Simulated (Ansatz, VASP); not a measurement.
# Two plane-wave programs on Ga2Se

```xyz
3
Lattice="0.0000 3.4282 3.4282 3.4282 0.0000 3.4282 3.4282 3.4282 0.0000" Properties=species:S:1:pos:R:3 pbc="T T T"
Ga    1.7141    1.7141    1.7141
Ga    5.1423    5.1423    5.1423
Se    0.0000    0.0000    0.0000
```

Alike in both runs: functional PBE; k mesh 6 × 6 × 6; occupations gaussian, width 0.1 eV; no spin polarisation.

Ansatz relaxed the structure, and its values are those at the end. VASP's run is a single point on that final structure, the one shown.

```csv
,VASP,Ansatz
version,VASP 6.6.1,Ansatz 0.2.0
potentials or method,"VASP PAW PBE potentials, release 64 (Ga_d, Se), cutoff 520 eV","scalar-relativistic, plane waves, PAW"
valence electrons in the cell,32,42
```

```csv
,VASP,Ansatz,Ansatz less VASP
gap on the k mesh at the Fermi level (eV),none,none,-
pressure (GPa),0.2,0.2,-0.04
```

A gap of «none» marks a metal or a gap that the smearing closes. VASP's potentials hold 32 valence electrons a cell and Ansatz's 42, so a difference there can come from the potentials and not from the codes.
